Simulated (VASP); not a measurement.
# V (P6_3/mmc) in VASP: a series of runs

Runs on V. Level: PBEsol. Tasks: single point.

All numbers are computed with VASP 6.6.1; they aren't measurements. Logs are shortened: lines on timing, memory, paths and dates and some standing lists are left out, and cuts for length are marked.

### Step 1. The cell of the first run

Symmetry: P6_3/mmc, No. 194, hexagonal system. Conventional cell: a = 2.332 Å, b = 2.332 Å, c = 4.242 Å, α = 90.00°, β = 90.00°, γ = 120.00°. Within 3.1 Å of V (site symmetry -6m2) lie 12 V at 2.33 to 2.51 Å.

### Step 2. Single point, PBEsol (volume scaled by 0.75)

Input file INCAR:

```
SYSTEM = V
ALGO = Normal
EDIFF = 1E-7
ENCUT = 520
GGA = PS
ISIF = 2
ISMEAR = -1
LASPH = .TRUE.
LCHARG = .TRUE.
LELF = .TRUE.
LREAL = .FALSE.
LVHAR = .TRUE.
LWAVE = .FALSE.
NBANDS = 20
NELM = 60
PREC = Accurate
SIGMA = 0.05
```

Input file KPOINTS:

```
k-points
0
G
  16 16 9
  0 0 0
```

Input file POSCAR:

```
V
1.0
    2.3316568439      0.0000000000      0.0000000000
   -1.1658284219      2.0192740597      0.0000000000
    0.0000000000      0.0000000000      4.2418218912
V
2
Direct
    0.3333333333      0.6666666667      0.2500000000
    0.6666666667      0.3333333333      0.7500000000
```

Potentials or basis: VASP PAW PBE potentials, release 64 (V_sv).

Command:

```console
$ cat potpaw_PBE.64/V_sv/POTCAR > POTCAR
$ mpirun -np 1 vasp_std > vasp.out
```

OUTCAR:

```text
SYSTEM = V
   EDIFF = 1E-7
   ENCUT = 520
   GGA = PS
   ISIF = 2
   ISMEAR = -1
   LASPH = .TRUE.
   LREAL = .FALSE.
   NELM = 60
   PREC = Accurate

 ion  position               nearest neighbor table
   1  0.333  0.667  0.250-   2 2.51   2 2.51   2 2.51   2 2.51   2 2.51   2 2.51
   2  0.667  0.333  0.750-   1 2.51   1 2.51   1 2.51   1 2.51   1 2.51   1 2.51

  LATTYP: Found a hexagonal cell.
 ALAT       =     2.3316568439
 C/A-ratio  =     1.8192307767

  Lattice vectors:

 A1 = (   2.3316568439,   0.0000000000,   0.0000000000)
 A2 = (  -1.1658284219,   2.0192740597,   0.0000000000)
 A3 = (   0.0000000000,   0.0000000000,   4.2418218912)

Analysis of symmetry for initial positions (statically):
=====================================================================
 Subroutine PRICEL returns:
 Original cell was already a primitive cell.

 Routine SETGRP: Setting up the symmetry group for a
 hexagonal supercell.

 Subroutine GETGRP returns: Found 24 space group operations
 (whereof 12 operations were pure point group operations)
 out of a pool of 24 trial point group operations.

The static configuration has the point symmetry D_3d.
 The point group associated with its full space group is D_6h.

Analysis of symmetry for dynamics (positions and initial velocities):
=====================================================================
 Subroutine PRICEL returns:
 Original cell was already a primitive cell.

 Routine SETGRP: Setting up the symmetry group for a
 hexagonal supercell.

 Subroutine GETGRP returns: Found 24 space group operations
 (whereof 12 operations were pure point group operations)
 out of a pool of 24 trial point group operations.

The dynamic configuration has the point symmetry D_3d.
 The point group associated with its full space group is D_6h.

 Subroutine INISYM returns: Found 24 space group operations
 (whereof 12 operations are pure point group operations),
 and found     1 'primitive' translations

----------------------------------------------------------------------------------------

                                     Primitive cell

  volume of cell :      19.9716

  direct lattice vectors                    reciprocal lattice vectors
     2.331656844  0.000000000  0.000000000     0.428879577  0.247613739  0.000000000
    -1.165828422  2.019274060  0.000000000     0.000000000  0.495227478  0.000000000
     0.000000000  0.000000000  4.241821891     0.000000000  0.000000000  0.235747758

  length of vectors
     2.331656844  2.331656844  4.241821891     0.495227478  0.495227478  0.235747758

  position of ions in fractional coordinates (direct lattice)
     0.333333333  0.666666667  0.250000000
     0.666666667  0.333333333  0.750000000

  ion indices of the primitive-cell ions
   primitive index   ion index
                 1           1
                 2           2

----------------------------------------------------------------------------------------

 KPOINTS: k-points

Automatic generation of k-mesh.
 Grid dimensions read from file:
 generate k-points for:   16   16    9

 Generating k-lattice:

  Cartesian coordinates                     Fractional coordinates (reciprocal lattice)
     0.026804974  0.015475859  0.000000000     0.062500000  0.000000000  0.000000000
     0.000000000  0.030951717  0.000000000     0.000000000  0.062500000  0.000000000
     0.000000000  0.000000000  0.026194195     0.000000000  0.000000000  0.111111111

  Length of vectors
     0.030951717  0.030951717  0.026194195

  Shift w.r.t. Gamma in fractional coordinates (k-lattice)
     0.000000000  0.000000000  0.000000000

 Subroutine IBZKPT returns following result:
 ===========================================

 Found    150 irreducible k-points:

 Following reciprocal coordinates:
            Coordinates               Weight
  0.000000  0.000000  0.000000      1.000000
  0.062500  0.000000  0.000000      6.000000
  0.125000  0.000000  0.000000      6.000000
  0.187500  0.000000  0.000000      6.000000
  0.250000  0.000000  0.000000      6.000000
  0.312500  0.000000  0.000000      6.000000
[... 16 lines left out ...]
  0.187500  0.187500  0.000000      6.000000
  0.250000  0.187500  0.000000     12.000000
 [... further k-points ...]
   k-points           NKPTS =    150   k-points in BZ     NKDIM =    150   number of bands    NBANDS=     20
   number of dos      NEDOS =    301   number of ions     NIONS =      2
   total plane-waves  NPLWV =  10368
   dimension x,y,z NGX =    18 NGY =   18 NGZ =   32
   dimension x,y,z NGXF=    36 NGYF=   36 NGZF=   64
   ions per type =               2
   NGX,Y,Z   is equivalent  to a cutoff of  12.83, 12.83, 12.54 a.u.
   NGXF,Y,Z  is equivalent  to a cutoff of  25.67, 25.67, 25.08 a.u.
 SYSTEM =  V
   PREC   = accura    normal or accurate (medium, high low for compatibility)
   ISTART =      0    job   : 0-new  1-cont  2-samecut
   ICHARG =      2    charge: 1-file 2-atom 10-const
   ISPIN  =      1    spin polarized calculation?
   LNONCOLLINEAR =      F non collinear calculations
   LSORBIT =      F    spin-orbit coupling
   LASPH  =      T    aspherical Exc in radial PAW
   ENCUT  =  520.0 eV  38.22 Ry    6.18 a.u.   4.34  4.34  7.89*2*pi/ulx,y,z
   NELM   =     60;   NELMIN=  2; NELMDL= -5     # of ELM steps
   EDIFF  = 0.1E-06   stopping-criterion for ELM
   LREAL  =      F    real-space projection
   EDIFFG = 0.1E-05   stopping-criterion for IOM
   NSW    =      0    number of steps for IOM
   IBRION =     -1    ionic relax: 0-MD 1-quasi-New 2-CG
   NFREE  =      0    steps in history (QN), initial steepest desc. (CG)
   ISIF   =      2    stress and relaxation
   ISYM   =      2    0-nonsym 1-usesym 2-fastsym
   POTIM  = 0.5000    time-step for ionic-motion
   TEBEG  =    0.0;   TEEND  =   0.0 temperature during run
   PSTRESS=    0.0 pullay stress
   NELECT =      26.0000    total number of electrons
   NUPDOWN=      -1.0000    fix difference up-down
   EMIN   =  10.00;   EMAX   =-10.00  energy-range for DOS
   EFERMI =   0.00;   METHOD = LEGACY
   ISMEAR =    -1;   SIGMA  =   0.05  broadening in eV -4-tet -1-fermi 0-gaus
   EFERMI_NEDOS =   21; number of points for ismear=-14 and -15
   IALGO  =     38    algorithm
   IMIX   =      4    mixing-type and parameters
     AMIX     =   0.40;   BMIX     =  1.00
     AMIX_MAG =   1.60;   BMIX_MAG =  1.00
  volume/ion in A,a.u.               =       9.99        67.39
  Fermi-wavevector in a.u.,A,eV,Ry     =   1.787565  3.378008 43.475901  3.195389
  Thomas-Fermi vector in A             =   2.850919
   LORBIT       =      0    0 simple, 1 ext, 2 COOP (PROOUT), +10 PAW based schemes
   GGA     = PS    functional components
   LHFCALC =     F    Hartree Fock is set to
   AEXX    =    0.0000 exact exchange contribution
   IVDW    =     0    specifies the selected vdW correction
   LEPSILON=     F    determine dielectric tensor
   LRPA    =     F    only Hartree local field effects (RPA)
 non-spin polarized calculation
  energy-cutoff  :      520.00
  volume of cell :       19.97
 maximum number of plane-waves:       570
 NGX is ok and might be reduce to    18
   NGX =  9   NGY =  9   NGZ = 15

 number of electron      25.9999994 magnetization

 Free energy of the ion-electron system (eV)
  ---------------------------------------------------
  ext. energy  EPLUGINS =         0.00000000
  ---------------------------------------------------
  free energy    TOTEN  =       -17.20512480 eV

  energy without entropy =      -17.18533734  energy(sigma->0) =      -17.19523107

 E-fermi :  14.2892     XC(G=0): -14.7751

 val. band max:       14.2834156026   @ k =   0.3750   0.1250   0.1111
 cond. band min:      14.2902035973   @ k =   0.3125   0.1250   0.3333
 fundamental gap:      0.0067879947
 Fermi energy:        14.2892030389

 k-point     1 :       0.0000    0.0000    0.0000
  band No.  band energies     occupation
      1     -49.4885      2.00000
      2     -49.0901      2.00000
      3     -24.1433      2.00000
      4     -22.3270      2.00000
      5     -22.0424      2.00000
      6     -22.0424      2.00000
[... 12 lines left out ...]
     19      18.5165      0.00000
     20      18.5165      0.00000

 k-point     2 :       0.0625    0.0000    0.0000
  band No.  band energies     occupation
      1     -49.4650      2.00000
      2     -49.0731      2.00000
      3     -24.1134      2.00000
      4     -22.3279      2.00000
      5     -22.1340      2.00000
      6     -22.0663      2.00000
[... 12 lines left out ...]
     19      18.5520      0.00000
     20      19.0728      0.00000

 k-point     3 :       0.1250    0.0000    0.0000
  band No.  band energies     occupation
      1     -49.3974      2.00000
      2     -49.0244      2.00000
      3     -24.0261      2.00000
      4     -22.3938      2.00000
      5     -22.3319      2.00000
      6     -22.2445      2.00000
[... 12 lines left out ...]
     19      18.6243      0.00000
     20      20.2469      0.00000

 k-point     4 :       0.1875    0.0000    0.0000
  band No.  band energies     occupation
      1     -49.2938      2.00000
      2     -48.9519      2.00000
      3     -23.8894      2.00000
      4     -22.7789      2.00000
      5     -22.6174      2.00000
      6     -22.3429      2.00000
[... 12 lines left out ...]
     19      18.6833      0.00000
     20      21.6222      0.00000

 k-point     5 :       0.2500    0.0000    0.0000
  band No.  band energies     occupation
      1     -49.1672      2.00000
      2     -48.8672      2.00000
      3     -23.7162      2.00000
      4     -23.2268      2.00000
      5     -23.0414      2.00000
      6     -22.3664      2.00000
[... 12 lines left out ...]
     19      18.7092      0.00000
     20      23.0589      0.00000

 k-point     6 :       0.3125    0.0000    0.0000
  band No.  band energies     occupation
      1     -49.0344      2.00000
      2     -48.7849      2.00000
      3     -23.6666      2.00000
      4     -23.5240      2.00000
      5     -23.4518      2.00000
      6     -22.4467      2.00000
[... 12 lines left out ...]
     19      18.7065      0.00000
     20      24.4848      0.00000

 k-point     7 :       0.3750    0.0000    0.0000
  band No.  band energies     occupation
      1     -48.9144      2.00000
      2     -48.7193      2.00000
      3     -24.0330      2.00000
      4     -23.7911      2.00000
      5     -23.3354      2.00000
      6     -22.5353      2.00000
[... 12 lines left out ...]
     19      18.8543      0.00000
     20      25.7027      0.00000
[... 277 lines left out ...]
 k-point    20 :       0.3125    0.1250    0.0000
  band No.  band energies     occupation
      1     -48.8800      2.00000
      2     -48.7013      2.00000
      3     -23.9681      2.00000
      4     -23.7591      2.00000
      5     -23.2795      2.00000
      6     -22.7164      2.00000
[... 12 lines left out ...]
     19      20.3509      0.00000
     20      26.3530      0.00000

 k-point    21 :       0.3750    0.1250    0.0000
  band No.  band energies     occupation
      1     -48.7973      2.00000
      2     -48.6677      2.00000
      3     -24.1786      2.00000
      4     -23.9312      2.00000
      5     -23.1291      2.00000
      6     -22.8048      2.00000
[... 12 lines left out ...]
     19      21.4871      0.00000
     20      25.3350      0.00000

 k-point    22 :       0.4375    0.1250    0.0000
  band No.  band energies     occupation
      1     -48.7654      2.00000
      2     -48.6585      2.00000
      3     -24.2520      2.00000
      4     -23.9915      2.00000
      5     -23.0644      2.00000
      6     -22.8356      2.00000
[... 12 lines left out ...]
     19      22.1461      0.00000
     20      24.5466      0.00000

 k-point    23 :       0.1875    0.1875    0.0000
  band No.  band energies     occupation
      1     -49.0038      2.00000
      2     -48.7662      2.00000
      3     -23.5204      2.00000
      4     -23.4814      2.00000
      5     -23.4790      2.00000
      6     -22.5991      2.00000
[... 12 lines left out ...]
     19      19.1929      0.00000
     20      25.0913      0.00000

 k-point    24 :       0.2500    0.1875    0.0000
  band No.  band energies     occupation
      1     -48.8923      2.00000
      2     -48.7064      2.00000
      3     -23.7931      2.00000
      4     -23.6744      2.00000
      5     -23.3017      2.00000
      6     -22.7919      2.00000
[... 12 lines left out ...]
     19      20.4729      0.00000
     20      26.5158      0.00000

 [... further k-points ...]
[... 5 lines left out ...]
  --------------------------------------------------------------------------------------
  -------------------------------------------------------------------------------------
  Total       11.5165043     11.5165043     11.4280643      0.0000000      0.0000000      0.0000000
  in kB      923.8871498    923.8871497    916.7922378      0.0000000      0.0000000      0.0000000
  external PRESSURE =     921.5221791 kB  Pullay stress =       0.0000000 kB

 VOLUME and BASIS-vectors are now :
 -----------------------------------------------------------------------------
  energy-cutoff  :      520.00
  volume of cell :       19.97
      direct lattice vectors                 reciprocal lattice vectors
     2.331656844  0.000000000  0.000000000     0.428879577  0.247613739  0.000000000
    -1.165828422  2.019274060  0.000000000     0.000000000  0.495227478  0.000000000
     0.000000000  0.000000000  4.241821891     0.000000000  0.000000000  0.235747758

 POSITION                                       TOTAL-FORCE (eV/Angst)
 -----------------------------------------------------------------------------------
     -0.00000      1.34618      1.06046         0.000000     -0.000000      0.000000
      1.16583      0.67309      3.18137        -0.000000      0.000000      0.000000
 -----------------------------------------------------------------------------------
    total drift:                               -0.000000      0.000000     -0.000000

  FREE ENERGIE OF THE ION-ELECTRON SYSTEM (eV)
  ---------------------------------------------------
  free  energy   TOTEN  =       -17.2051248024 eV

  energy  without entropy=      -17.1853373430  energy(sigma->0) =      -17.19523107
```

Wall time 34 s (1 thread of Intel Xeon Platinum 8488C (Sapphire Rapids), shared host); peak memory 0.16 GiB.

Results:

```
Free energy            : -17.2051 eV
Pressure               : 92.2 GPa
Band gap on the k mesh : zero (band 13 reaches 16.25 eV, above the bottom of band 14 at 13.53 eV)
```

Levels at points of the mesh, in eV from the Fermi level:
| k point | band 11 | band 12 | band 13 | band 14 | band 15 | band 16 |
| --- | --- | --- | --- | --- | --- | --- |
| (0.00, 0.00, 0.00) | -1.17 | 0.22 | 0.22 | 0.72 | 0.72 | 0.73 |
| (0.50, 0.00, 0.00) | -3.83 | -0.73 | 0.46 | 0.49 | 0.61 | 4.38 |

Caveat: the cell differs from its parent crystal (volume scaled by 0.75); the PAW data sets were made with another functional, which shifts forces and pressure a little.

### Step 3. Single point, PBEsol

This run uses another cell than the first one, of 11.32 Å³/atom, 1.133 times its volume.

Input file INCAR:

```
SYSTEM = V
ALGO     = Normal         ! electronic algorithm
EDIFF    = 1E-6           ! SCF threshold, eV
ENCUT    = 520            ! plane-wave cutoff, eV
GGA      = PS             ! functional
ISIF     = 2              ! what is computed and relaxed
ISMEAR   = -1             ! smearing method
LASPH    = .TRUE.         ! aspherical terms in the spheres
LCHARG   = .TRUE.         ! write CHGCAR
LELF     = .TRUE.         ! ELF
LREAL    = .FALSE.        ! projectors in reciprocal space
LVHAR    = .TRUE.       
LWAVE    = .FALSE.        ! write WAVECAR
NBANDS   = 20             ! bands
NELM     = 80             ! most SCF steps
PREC     = Accurate       ! precision mode
SIGMA    = 0.05           ! smearing width, eV
```

KPOINTS is that of step 2.

Input file POSCAR:

```
V
1.0
    2.4352487222      0.0000000000      0.0000000000
   -1.2176243611      2.1089872580      0.0000000000
    0.0000000000      0.0000000000      4.4070980428
V
2
Direct
    0.3333333333      0.6666666667      0.2500000000
    0.6666666667      0.3333333333      0.7500000000
```

Potentials or basis: VASP PAW PBE potentials, release 64 (V_sv).

Command:

```console
$ cat potpaw_PBE.64/V_sv/POTCAR > POTCAR
$ mpirun -np 1 vasp_std > vasp.out
```

Wall time 38 s (1 thread of Intel Xeon Platinum 8488C (Sapphire Rapids), shared host); peak memory 0.17 GiB.

It converged, with:

```yaml
Free_energy: -18.2846 eV
Pressure: 41.7 GPa
Band_gap_on_the_k_mesh: zero (band 13 reaches 14.07 eV, above the bottom of band 14 at 11.63 eV)
```

Stress tensor (GPa, compression positive):
```
41.75  0.00  0.00
 0.00 41.75  0.00
 0.00  0.00 41.56
```

Levels at points of the mesh, in eV from the Fermi level:
| k point | band 11 | band 12 | band 13 | band 14 | band 15 | band 16 |
| --- | --- | --- | --- | --- | --- | --- |
| (0.00, 0.00, 0.00) | -0.85 | 0.27 | 0.30 | 0.30 | 0.73 | 0.73 |
| (0.50, 0.00, 0.00) | -3.41 | -0.53 | 0.15 | 0.42 | 0.62 | 3.81 |

Caveat: the PAW data sets were made with another functional, which shifts forces and pressure a little.

[end of part 1 of 2]
